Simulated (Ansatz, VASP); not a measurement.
## KBr: VASP beside Ansatz

```
Br K
1.0
     0.00000    3.30000    3.30000
     3.30000    0.00000    3.30000
     3.30000    3.30000    0.00000
Br K
1 1
Direct
  0.50000 0.50000 0.50000
  0.00000 0.00000 0.00000
```

Alike in both runs: task relaxation of cell and atoms; functional PBEsol-based global hybrid; k mesh 4 × 4 × 4; occupations fermi-dirac, width 0.05 eV; no spin polarisation.

|  | VASP | Ansatz |
| --- | --- | --- |
| version | VASP 6.6.1 | Ansatz 0.2.0 |
| potentials or method | VASP PAW PBE potentials, release 64 (Br, K_sv) | Ansatz PAW |
| plane-wave cutoff (eV) | 600 | 420 |
| valence electrons in the cell | 16 | 16 |

VASP gave:

- gap on the k mesh at the Fermi level, each at its own relaxed structure (eV): 6.25
- relaxed volume (Å³/atom): 35.12
- relaxed cell length with the largest relative difference (Å): 4.631

Question: What did Ansatz give for the same quantities?

Answer: gap on the k mesh at the Fermi level, each at its own relaxed structure (eV): 6.24; relaxed volume (Å³/atom): 35.06; relaxed cell length with the largest relative difference (Å): 4.629.

VASP's potentials were made for PBE, not for PBEsol-based global hybrid.

Noted on Ansatz's run: the plane-wave basis is chosen anew once the cell has moved, so the energies of steps on either side of that aren't comparable.
